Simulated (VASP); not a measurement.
# AlN (I4/mmm) in VASP: G0W0 quasiparticle levels with PBE

Aim: the G0W0 quasiparticle levels of AlN with PBE.

All numbers are computed with VASP 6.6.1; they aren't measurements. Logs are shortened: lines on timing, memory, paths and dates and some standing lists are left out, and cuts for length are marked.

## Step 1: The cell of the first run

The structure is tetragonal, space group I4/mmm (No. 139). The conventional cell has a = 2.855 Å, b = 2.855 Å, c = 4.199 Å, α = 90.00°, β = 90.00°, γ = 90.00°. Within 2.7 Å of Al (site symmetry 4/mmm) lie 6 N at 2.02 to 2.10 Å. N (site symmetry 4/mmm) has 6 Al at 2.02 to 2.10 Å within 2.7 Å.

## Step 2: G0W0 quasiparticle levels, PBE

POSCAR

```
AlN
1.0
    0.0000000000      2.0188684521      2.0996231902
    2.0188684521      0.0000000000      2.0996231902
    2.0188684521      2.0188684521      0.0000000000
Al N
1 1
Direct
    0.0000000000      0.0000000000      0.0000000000
    0.5000000000      0.5000000000      0.5000000000
```

INCAR.step1

```
  PREC = Accurate
  ENCUT = 500
  EDIFF = 1E-8
  ISMEAR = 0
  SIGMA = 0.01
  LREAL = False
  LASPH = True
  NELM = 80
  ALGO = Normal
  LWAVE = True
  LCHARG = False
  GGA = PE
```

INCAR.step2

```
  PREC = Accurate
  ENCUT = 500
  EDIFF = 1E-8
  ISMEAR = 0
  SIGMA = 0.01
  LREAL = False
  LASPH = True
  NELM = 1
  ALGO = Exact
  LWAVE = True
  LCHARG = False
  GGA = PE
  NBANDS = 75
  LOPTICS = True
  ISTART = 1
```

INCAR.step3

```
  PREC = Accurate
  ENCUT = 500
  EDIFF = 1E-8
  ISMEAR = 0
  SIGMA = 0.01
  LREAL = False
  LASPH = True
  ALGO = EVGW0
  LWAVE = False
  LCHARG = False
  GGA = PE
  NELMGW = 1
  NBANDS = 75
  ENCUTGW = 150.0
  NOMEGA = 96
  PRECFOCK = Fast
  ISTART = 1
  NBANDSGW = 12
  OMEGAMAX = 20
```

KPOINTS

```
regular mesh
0
Gamma
  6 6 6
```

Potentials or basis: VASP PAW PBE potentials, release 64 (Al_GW, N_GW).

The run is started by

```
$ cat potpaw_PBE.64/Al_GW/POTCAR potpaw_PBE.64/N_GW/POTCAR > POTCAR
$ cp INCAR.step1 INCAR
$ mpirun -np 1 vasp_std > vasp.out
$ cp INCAR.step2 INCAR
$ mpirun -np 1 vasp_std > vasp.out
$ cp INCAR.step3 INCAR
$ mpirun -np 1 vasp_std > vasp.out
```

OUTCAR:

```text
PREC = Accurate
   ENCUT = 500
   EDIFF = 1E-8
   ISMEAR = 0
   LREAL = False
   LASPH = True
   GGA = PE
   NELMGW = 1
   ENCUTGW = 150.0
   PRECFOCK = Fast
   ISTART = 1

 ion  position               nearest neighbor table
   1  0.000  0.000  0.000-   2 2.02   2 2.02   2 2.02   2 2.02   2 2.10   2 2.10
   2  0.500  0.500  0.500-   1 2.02   1 2.02   1 2.02   1 2.02   1 2.10   1 2.10

  LATTYP: Found a body centered tetragonal cell.
 ALAT       =     2.8551111456
 C/A-ratio  =     1.4707821049

  Lattice vectors:

 A1 = (  -2.0188684521,   0.0000000000,   2.0996231902)
 A2 = (   2.0188684521,   0.0000000000,   2.0996231902)
 A3 = (   0.0000000000,   2.0188684521,  -2.0996231902)

Analysis of symmetry for initial positions (statically):
=====================================================================
 Subroutine PRICEL returns:
 Original cell was already a primitive cell.

 Routine SETGRP: Setting up the symmetry group for a
 body centered tetragonal supercell.

 Subroutine GETGRP returns: Found 16 space group operations
 (whereof 16 operations were pure point group operations)
 out of a pool of 16 trial point group operations.

The static configuration has the point symmetry D_4h.

Analysis of symmetry for dynamics (positions and initial velocities):
=====================================================================
 Subroutine PRICEL returns:
 Original cell was already a primitive cell.

 Routine SETGRP: Setting up the symmetry group for a
 body centered tetragonal supercell.

 Subroutine GETGRP returns: Found 16 space group operations
 (whereof 16 operations were pure point group operations)
 out of a pool of 16 trial point group operations.

The dynamic configuration has the point symmetry D_4h.

 Subroutine INISYM returns: Found 16 space group operations
 (whereof 16 operations are pure point group operations),
 and found     1 'primitive' translations

----------------------------------------------------------------------------------------

                                     Primitive cell

  volume of cell :      17.1154

  direct lattice vectors                    reciprocal lattice vectors
     0.000000000  2.018868452  2.099623190    -0.247663487  0.247663487  0.238137968
     2.018868452  0.000000000  2.099623190     0.247663487 -0.247663487  0.238137968
     2.018868452  2.018868452  0.000000000     0.247663487  0.247663487 -0.238137968

  length of vectors
     2.912773140  2.912773140  2.855111146     0.423537598  0.423537598  0.423537598

  position of ions in fractional coordinates (direct lattice)
     0.000000000  0.000000000  0.000000000
     0.500000000  0.500000000  0.500000000

  ion indices of the primitive-cell ions
   primitive index   ion index
                 1           1
                 2           2

----------------------------------------------------------------------------------------

 KPOINTS: regular mesh

Automatic generation of k-mesh.
 Grid dimensions read from file:
 generate k-points for:    6    6    6

 Generating k-lattice:

  Cartesian coordinates                     Fractional coordinates (reciprocal lattice)
    -0.041277248  0.041277248  0.039689661     0.166666667  0.000000000  0.000000000
     0.041277248 -0.041277248  0.039689661     0.000000000  0.166666667  0.000000000
     0.041277248  0.041277248 -0.039689661    -0.000000000 -0.000000000  0.166666667

  Length of vectors
     0.070589600  0.070589600  0.070589600

  Shift w.r.t. Gamma in fractional coordinates (k-lattice)
     0.000000000  0.000000000  0.000000000

 Subroutine IBZKPT returns following result:
 ===========================================

 Found     30 irreducible k-points:

 Following reciprocal coordinates:
            Coordinates               Weight
  0.000000  0.000000  0.000000      1.000000
  0.166667 -0.000000  0.000000      8.000000
  0.333333 -0.000000  0.000000      8.000000
  0.500000 -0.000000  0.000000      4.000000
  0.166667  0.166667  0.000000      2.000000
  0.333333  0.166667  0.000000      8.000000
[... 16 lines left out ...]
  0.333333  0.000000  0.333333      4.000000
  0.500000 -0.000000  0.333333     16.000000
 [... further k-points ...]
   k-points           NKPTS =     30   k-points in BZ     NKDIM =    216   number of bands    NBANDS=     75
   number of dos      NEDOS =    301   number of ions     NIONS =      2
   total plane-waves  NPLWV =  13824
   dimension x,y,z NGX =    24 NGY =   24 NGZ =   24
   dimension x,y,z NGXF=    48 NGYF=   48 NGZF=   48
   ions per type =               1   1
   NGX,Y,Z   is equivalent  to a cutoff of  13.70, 13.70, 13.97 a.u.
   NGXF,Y,Z  is equivalent  to a cutoff of  27.40, 27.40, 27.95 a.u.
 SYSTEM =  unknown system
   PREC   = accura    normal or accurate (medium, high low for compatibility)
   ISTART =      1    job   : 0-new  1-cont  2-samecut
   ICHARG =      0    charge: 1-file 2-atom 10-const
   ISPIN  =      1    spin polarized calculation?
   LNONCOLLINEAR =      F non collinear calculations
   LSORBIT =      F    spin-orbit coupling
   LASPH  =      T    aspherical Exc in radial PAW
   ENCUT  =  500.0 eV  36.75 Ry    6.06 a.u.   5.31  5.31  5.21*2*pi/ulx,y,z
   NELM   =     60;   NELMIN=  2; NELMDL=  0     # of ELM steps
   EDIFF  = 0.1E-07   stopping-criterion for ELM
   LREAL  =      F    real-space projection
   EDIFFG = 0.1E-06   stopping-criterion for IOM
   NSW    =      0    number of steps for IOM
   IBRION =     -1    ionic relax: 0-MD 1-quasi-New 2-CG
   NFREE  =      0    steps in history (QN), initial steepest desc. (CG)
   ISIF   =      0    stress and relaxation
   ISYM   =      3    0-nonsym 1-usesym 2-fastsym
   POTIM  = 0.5000    time-step for ionic-motion
   TEBEG  =    0.0;   TEEND  =   0.0 temperature during run
   PSTRESS=    0.0 pullay stress
   NELECT =       8.0000    total number of electrons
   NUPDOWN=      -1.0000    fix difference up-down
   EMIN   =  10.00;   EMAX   =-10.00  energy-range for DOS
   EFERMI =   0.00;   METHOD = LEGACY
   ISMEAR =     0;   SIGMA  =   0.01  broadening in eV -4-tet -1-fermi 0-gaus
   EFERMI_NEDOS =   21; number of points for ismear=-14 and -15
   IALGO  =     38    algorithm
   IMIX   =      4    mixing-type and parameters
     AMIX     =   0.40;   BMIX     =  1.00
     AMIX_MAG =   1.60;   BMIX_MAG =  1.00
  volume/ion in A,a.u.               =       8.56        57.75
  Fermi-wavevector in a.u.,A,eV,Ry     =   1.270503  2.400903 21.962223  1.614178
  Thomas-Fermi vector in A             =   2.403487
   LORBIT       =      0    0 simple, 1 ext, 2 COOP (PROOUT), +10 PAW based schemes
   GGA     = PE    functional components
   LHFCALC =     T    Hartree Fock is set to
   PRECFOCK=fast      Normal, Fast or Accurate (Low or Medium for compatibility)
   ENCUT4O =  -1.0   cutoff for four orbital integrals eV
   NKREDX  =     1    reduce k-point grid by
   NKREDY  =     1    reduce k-point grid by
   NKREDZ  =     1    reduce k-point grid by
   AEXX    =    1.0000 exact exchange contribution
   HFSCREEN=    0.0000 screening length (either q_TF or 0.3 A-1)
   HFSCREENC=   0.0000 screening length for correlation (either q_TF or 0.3 A-1)
   ENCUTFOCK=  -1.0 apply spherical cutoff to Coloumb kernel
   IVDW    =     0    specifies the selected vdW correction
   LEPSILON=     F    determine dielectric tensor
   LRPA    =     F    only Hartree local field effects (RPA)
   LRPAFORCE           =     F    calculate RPA forces
   ENCUTGW             = 150.0    cutoff for response function in eV
   ENCUTGWSOFT         = 120.0    soft cutoff for Coulomb kernel in GW response function in eV
   ENCUTLF             =  -1.0    cutoff for local field effects
   NELMGW              =     1    number of iterations in solving QP/BSE equation
   NELMHF              =     1    number of iterations in the inner HF iteration
   NKREDLFX            =     1    NKREDLFY  =   1   NKREDLFZ  =   1
 non-spin polarized calculation
 Gauss-broadening in eV      SIGMA  =   0.01
  energy-cutoff  :      500.00
  volume of cell :       17.12
 maximum number of plane-waves:       452
 NGX is ok and might be reduce to    24
  NGX = 14; NGY = 14; NGZ = 14
   NGX = 11   NGY = 11   NGZ = 11
 maximum number of plane-waves:        76
 NGX is ok and might be reduce to    14

 QP shifts <psi_nk| G(iteration)W_0 |psi_nk>: iteration 1
 for sc-GW calculations column KS-energies equals QP-energies in previous step
 and V_xc(KS)=  KS-energies - (<T + V_ion + V_H > + <T+V_H+V_ion>^1  + <V_x>^1)

 k-point   1 :       0.0000    0.0000    0.0000
  band No.  KS-energies  QP-energies   sigma(KS)   V_xc(KS)     V^pw_x(r,r')   Z            occupation Imag(sigma)

      1      -8.9748     -10.4653     -16.6750     -14.6030     -24.7735       0.7193       2.0000       1.2782
      2       8.1744       7.4822     -18.1647     -17.2923     -21.0060       0.7934       2.0000       0.0335
      3       8.1744       7.4822     -18.1647     -17.2923     -21.0060       0.7934       2.0000       0.0335
      4       8.4421       7.7948     -18.1129     -17.2962     -20.7916       0.7925       2.0000       0.0321
      5      13.4290      14.4201     -13.2545     -14.4777      -8.9766       0.8102       0.0000      -0.0465
      6      19.9858      20.8047      -9.7041     -10.6997      -4.5961       0.8225       0.0000      -0.0621
      7      20.5012      21.2878      -9.5554     -10.5198      -4.3505       0.8157       0.0000      -0.0685
      8      20.5012      21.2878      -9.5554     -10.5198      -4.3505       0.8157       0.0000      -0.0685
      9      25.1856      26.2008     -10.1020     -11.3668      -4.4411       0.8026       0.0000      -0.1557
     10      25.3738      25.5972      -9.1481      -9.4433      -2.5901       0.7567       0.0000      -0.2834
     11      25.4193      26.2870      -9.6699     -10.8044      -2.7621       0.7648       0.0000      -0.3469
     12      26.4106      27.4767     -10.1853     -11.5191      -4.4116       0.7993       0.0000      -0.1912

 k-point   2 :       0.1667   -0.0000    0.0000
  band No.  KS-energies  QP-energies   sigma(KS)   V_xc(KS)     V^pw_x(r,r')   Z            occupation Imag(sigma)

      1      -8.4320      -9.9240     -16.7609     -14.7705     -24.7984       0.7496       2.0000       1.2553
      2       5.8865       4.9884     -16.9951     -15.8508     -20.1521       0.7848       2.0000       0.0419
      3       7.9335       7.2110     -18.0249     -17.1144     -20.9046       0.7935       2.0000       0.0334
      4       8.0186       7.3129     -17.9175     -17.0283     -20.6976       0.7936       2.0000       0.0325
      5      14.6651      15.6868     -13.0945     -14.3592      -8.6206       0.8078       0.0000      -0.0492
      6      18.8439      19.7405     -10.8300     -11.9396      -5.6616       0.8081       0.0000      -0.0653
      7      20.4811      21.3589      -9.8880     -10.9712      -4.5914       0.8104       0.0000      -0.0724
      8      21.0704      21.9167      -9.8186     -10.8668      -4.4494       0.8074       0.0000      -0.0801
      9      23.1682      24.0783      -9.7007     -10.8470      -3.8846       0.7939       0.0000      -0.1381
     10      23.8487      24.8086      -9.7423     -10.9492      -3.8575       0.7953       0.0000      -0.1642
     11      25.6491      26.4275      -9.6598     -10.6736      -2.8629       0.7678       0.0000      -0.3350
     12      29.9898      30.3970      -9.4355      -9.9415      -2.5015       0.8049       0.0000      -0.7254
[... 324 lines left out ...]
      1      -6.3052      -7.6052     -17.4188     -15.6814     -25.1916       0.7483       2.0000       1.0105
      2       2.9560       1.8478     -16.3509     -14.8966     -20.3492       0.7620       2.0000       0.0675
      3       5.7906       4.8272     -16.9440     -15.7171     -20.2078       0.7852       2.0000       0.0419
      4       6.2622       5.3422     -16.8760     -15.7086     -19.9359       0.7881       2.0000       0.0383
      5      14.1474      15.0541     -10.5074     -11.6071      -6.0415       0.8245       0.0000      -0.0467
      6      14.4987      15.0652      -9.4210     -10.0979      -4.9525       0.8369       0.0000      -0.0481
      7      20.2891      21.5620     -13.2247     -14.8763      -7.3190       0.7707       0.0000      -0.0925
      8      23.1713      24.2675     -11.6084     -13.0482      -5.1079       0.7614       0.0000      -0.1810
      9      24.2493      25.3923     -12.0118     -13.5139      -5.3944       0.7610       0.0000      -0.2142
     10      28.8117      29.8684     -10.2520     -11.5824      -4.0700       0.7943       0.0000      -0.3534
     11      32.5625      33.3552      -9.0864     -10.1020      -1.8588       0.7804       0.0000      -0.7742
     12      33.2658      34.1235      -9.1205     -10.2265      -1.8842       0.7754       0.0000      -0.7812

 k-point  24 :       0.5000   -0.0000    0.3333
  band No.  KS-energies  QP-energies   sigma(KS)   V_xc(KS)     V^pw_x(r,r')   Z            occupation Imag(sigma)

      1      -5.1830      -6.4092     -18.1788     -16.5299     -25.8460       0.7436       2.0000       0.8882
      2       1.7744       0.5853     -15.4932     -13.9121     -19.6877       0.7521       2.0000       0.0830
      3       4.3708       3.3088     -15.9120     -14.5491     -19.2953       0.7792       2.0000       0.0501
      4       5.8547       4.8993     -16.8246     -15.6092     -20.0020       0.7861       2.0000       0.0407
      5      13.5832      14.3755     -10.0767     -11.0313      -5.7047       0.8299       0.0000      -0.0452
      6      15.6587      16.4762     -10.8861     -11.8807      -6.3040       0.8220       0.0000      -0.0508
      7      20.7694      22.0272     -13.2608     -14.9020      -7.2509       0.7664       0.0000      -0.1002
      8      22.9504      24.0767     -11.4468     -12.9181      -5.0944       0.7655       0.0000      -0.1634
      9      24.5260      25.6536     -12.0021     -13.4979      -5.1493       0.7538       0.0000      -0.2484
     10      30.9836      31.8944     -10.5063     -11.6727      -3.4135       0.7809       0.0000      -0.6502
     11      32.4782      33.4132      -9.7865     -10.9670      -2.7703       0.7921       0.0000      -0.7411
     12      33.8713      34.7647      -9.5392     -10.6746      -2.4046       0.7868       0.0000      -0.8081

 [... further k-points ...]
```

Run time: 6.3 min. Hardware: 1 thread of Intel Xeon 6975P-C (Granite Rapids), shared host; peak memory 0.36 GiB.

What came out:

```
Quasiparticle gap                                   : 5.46 eV
Least direct quasiparticle gap                      : 6.63 eV
Band gap of the starting levels on the mesh         : 4.00 eV
Least direct gap of the starting levels on the mesh : 4.99 eV
```

Caveat: the k points lie up to 0.44 Å⁻¹ apart; bands, screening cutoff and mesh are small and nothing is extrapolated, so the quasiparticle values aren't converged; the structure was generated, so it needn't be the stable form of AlN.
